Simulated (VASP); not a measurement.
Crystal: Al.

```
Al
1.0
     0.00000    2.02481    2.02481
     2.02481    0.00000    2.02481
     2.02481    2.02481    0.00000
Al
1
Direct
  0.00000 0.00000 0.00000
```

Base run:

- Program: VASP 6.6.1
- Functional: revPBE
- Potentials or basis: VASP PAW PBE potentials, release 64 (Al)
- Cutoff: 500 eV
- k mesh: 13 × 13 × 13
- Occupations: methfessel-paxton, width 0.1 eV
- Spin: no spin polarisation

Its results: pressure 0.4 GPa.

**Question.** The run is repeated on the same cell with these changes: functional from revPBE to BLYP. What comes out?

**Answer.** Pressure 3.1 GPa.

Caveats: the PAW data sets were made with another functional, which shifts forces and pressure a little.
